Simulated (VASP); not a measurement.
Write the native input for VASP 6.6.1 that does the following.

* Task: single point
* Functional: LDA
* Potentials or basis: VASP PAW LDA potentials, release 64 (Rh_pv)
* Cutoff: 500 eV
* k mesh: 8 × 8 × 8
* Occupations: gaussian, width 0.1 eV
* Spin: no spin polarisation
* Dipole correction: no
* Further INCAR settings: ALGO = Normal; EDIFF = 1e-06; NBANDS = 14

The structure of Rh lies in POSCAR:

```
Rh
1.0
    0.0000000000      1.9029860900      1.9029860900
    1.9029860900      0.0000000000      1.9029860900
    1.9029860900      1.9029860900      0.0000000000
Rh
1
Direct
    0.0000000000      0.0000000000      0.0000000000
```

These files were run (other wordings do the same):

INCAR

```
PREC = Accurate
ENCUT = 500
EDIFF = 1E-6
ISMEAR = 0
SIGMA = 0.1
LREAL = F
LASPH = T
NELM = 120
ALGO = Normal
ISIF = 2
LWAVE = F
LCHARG = T
LELF = T
LVHAR = T
NBANDS = 14
GGA_COMPAT = F
```

KPOINTS

```
regular mesh
0
Gamma
  8 8 8
```

Potentials or basis: VASP PAW LDA potentials, release 64 (Rh_pv).

Launch:

```bash
$ cat potpaw_LDA.64/Rh_pv/POTCAR > POTCAR
$ mpirun -np 1 vasp_std > vasp.out
```

It gave:

```
Pressure               : -10.1 GPa
Band gap on the k mesh : zero (an odd number of electrons rules out a gap without spin polarisation)
```

Caveat: the cell stands under tension.

Wall time 2.6 s on 1 thread of Intel(R) Xeon(R) 6975P-C (Granite Rapids), on a shared host, peak memory 0.11 GiB.
